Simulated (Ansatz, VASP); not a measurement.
## One calculation of Cs2AgBiF6, two programs

The input POSCAR:

```
Cs2AgBiF6
1.0
    0.0000000000      4.7399730000      4.7399730000
    4.7399730000      0.0000000000      4.7399730000
    4.7399730000      4.7399730000      0.0000000000
Bi Cs F Ag
1 2 6 1
Direct
    0.5000000000      0.5000000000      0.5000000000
    0.2500000000      0.2500000000      0.2500000000
    0.7500000000      0.7500000000      0.7500000000
    0.7700000000      0.2300000000      0.2300000000
    0.2300000000      0.7700000000      0.2300000000
    0.2300000000      0.7700000000      0.7700000000
    0.7700000000      0.2300000000      0.7700000000
    0.2300000000      0.2300000000      0.7700000000
    0.7700000000      0.7700000000      0.2300000000
    0.0000000000      0.0000000000      0.0000000000
```

The input INCAR.step1:

```
ALGO     = Normal         # electronic algorithm
EDIFF    = 1E-4           # SCF threshold, eV
ENCUT    = 520            # plane-wave cutoff, eV
GGA      = PE             # functional
ISMEAR   = 0              # smearing method
LASPH    = T              # aspherical terms in the spheres
LCHARG   = F              # write CHGCAR
LREAL    = F              # projectors in reciprocal space
LWAVE    = T              # write WAVECAR
NBANDS   = 54             # bands
NELM     = 100            # most SCF steps
PREC     = Accurate       # precision mode
SIGMA    = 0.188          # smearing width, eV
```

The input INCAR.step2:

```
ALGO     = Normal         # electronic algorithm
EDIFF    = 1E-6           # SCF threshold, eV
ENCUT    = 520            # plane-wave cutoff, eV
ISIF     = 2              # what is computed and relaxed
ISMEAR   = 0              # smearing method
ISTART   = 1            
LASPH    = T              # aspherical terms in the spheres
LCHARG   = F              # write CHGCAR
LMIXTAU  = T            
LREAL    = F              # projectors in reciprocal space
LWAVE    = F              # write WAVECAR
METAGGA  = R2SCAN         # meta-GGA
NBANDS   = 54             # bands
NELM     = 100            # most SCF steps
PREC     = Accurate       # precision mode
SIGMA    = 0.188          # smearing width, eV
```

The input KPOINTS:

```
k-points
0
Gamma
  5 5 5
```

Input for Ansatz:

```yaml
crystal:
  lattice:
    - [0.0, 4.739973, 4.739973]
    - [4.739973, 0.0, 4.739973]
    - [4.739973, 4.739973, 0.0]
  atoms:
    - { symbol: Bi, position: [0.5, 0.5, 0.5] }
    - { symbol: Cs, position: [0.25, 0.25, 0.25] }
    - { symbol: Cs, position: [0.75, 0.75, 0.75] }
    - { symbol: F, position: [0.77, 0.23, 0.23] }
    - { symbol: F, position: [0.23, 0.77, 0.23] }
    - { symbol: F, position: [0.23, 0.77, 0.77] }
    - { symbol: F, position: [0.77, 0.23, 0.77] }
    - { symbol: F, position: [0.23, 0.23, 0.77] }
    - { symbol: F, position: [0.77, 0.77, 0.23] }
    - { symbol: Ag, position: [0.0, 0.0, 0.0] }
  symmetry: { tolerance: 0.0003 }
kpoints:
  mp_grid: { grid: [5, 5, 5], shift: [0, 0, 0] }
  band_path:
    path:
      - [0.0, 0.0, 0.0]
      - [0.5, 0.0, 0.5]
      - [0.625, 0.25, 0.625]
      - [0.375, 0.375, 0.75]
      - [0.0, 0.0, 0.0]
      - [0.5, 0.5, 0.5]
      - [0.5, 0.25, 0.75]
      - [0.5, 0.0, 0.5]
    npoints: 10
magnetization:
  spin_polarized: false
scf:
  occupations: { method: gaussian, width: 0.188 }
  lower_state_search: "off"
  max_iter: 200
hamiltonian:
  pseudopotentials: { kind: paw }
  xc: r2scan
basis:
  ecutwfc: 500
  fft_grid_basis: typed
output:
  forces: true
  stress: true
  eigenvalues: true
  bader: true
  populations: true
  elf: true
  write_potential: true
  volumetric_format: npy
  dos:
    e_range: [-12, 8]
    de: 0.05
    projected: { site_lists: { Ag: [Ag], Bi: [Bi], Cs: [Cs], F: [F] } }
  write_density: true
checkpoint:
  read: saved_state
```

Alike in both runs: task single point; functional r2SCAN; k mesh 5 × 5 × 5; occupations gaussian, width 0.188 eV; no spin polarisation.

|  | VASP | Ansatz |
| --- | --- | --- |
| version | VASP 6.6.1 | Ansatz 0.2.0 |
| potentials or method | VASP PAW PBE potentials, release 64 (Bi_d, Cs_sv, F, Ag), cutoff 520 eV | PAW plane waves |
| valence electrons in the cell | 86 | 94 |

Ansatz gave:

```
pressure (GPa)                     : -3.1
rms of the force components (eV/Å) : 1.081
```

Question: What did VASP give for the same quantities?

Answer: Pressure (GPa): -3.1; rms of the force components (eV/Å): 1.074.

VASP's potentials were made for PBE, not for r2SCAN. Atom by atom the forces differ by 0.006 eV/Å (rms over components). VASP's potentials hold 86 valence electrons a cell and Ansatz's 94, so a difference there can come from the potentials and not from the codes.

Spin-orbit coupling is off throughout.
